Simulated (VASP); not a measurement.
Input of a VASP 6.6.1 run:

The input POSCAR:

```
K
1.0
    4.5475136620      0.0000000000      0.0000000000
    0.0000000000      4.3104394900      0.0000000000
    0.0000000000      0.0000000000      4.5475136620
K
1
Direct
    0.0000000000      0.0000000000      0.0000000000
```

INCAR.step1

```
SYSTEM = K
PREC = Accurate ; ENCUT = 520
ISMEAR = 0 ; SIGMA = 0.15
LREAL = .FALSE. ; LASPH = .TRUE.
NELM = 60 ; NBANDS = 10
GGA = PE ; ALGO = Normal
EDIFF = 1E-4 ; LWAVE = .TRUE.
LCHARG = .FALSE.
```

Contents of INCAR.step2:

```
SYSTEM = K
PREC = Accurate ; ENCUT = 520
EDIFF = 1E-6 ; ISMEAR = 0
SIGMA = 0.15 ; LREAL = .FALSE.
LASPH = .TRUE. ; NELM = 60
ALGO = Normal ; ISIF = 2
LWAVE = .FALSE. ; LCHARG = .TRUE.
METAGGA = R2SCAN ; LMIXTAU = .TRUE.
LELF = .TRUE. ; LVHAR = .TRUE.
NBANDS = 10 ; ISTART = 1
```

The input KPOINTS:

```
regular mesh
0
G
  10 10 10
  0 0 0
```

Potentials or basis: VASP PAW PBE potentials, release 64 (K_sv).

Command:

```bash
$ cat potpaw_PBE.64/K_sv/POTCAR > POTCAR
$ cp INCAR.step1 INCAR
$ mpirun -np 1 vasp_std > vasp.out
$ cp INCAR.step2 INCAR
$ mpirun -np 1 vasp_std > vasp.out
```

Q: What does it give for the pressure?

A: -0.3 GPa.

Stress tensor (GPa, compression positive):
```
-0.41  0.00  0.00
 0.00  0.04  0.00
 0.00  0.00 -0.41
```

Caveat: the cell differs from its parent crystal (normal strain along x +0.0550, normal strain along z +0.0550); the PAW data sets were made with another functional, which shifts forces and pressure a little.
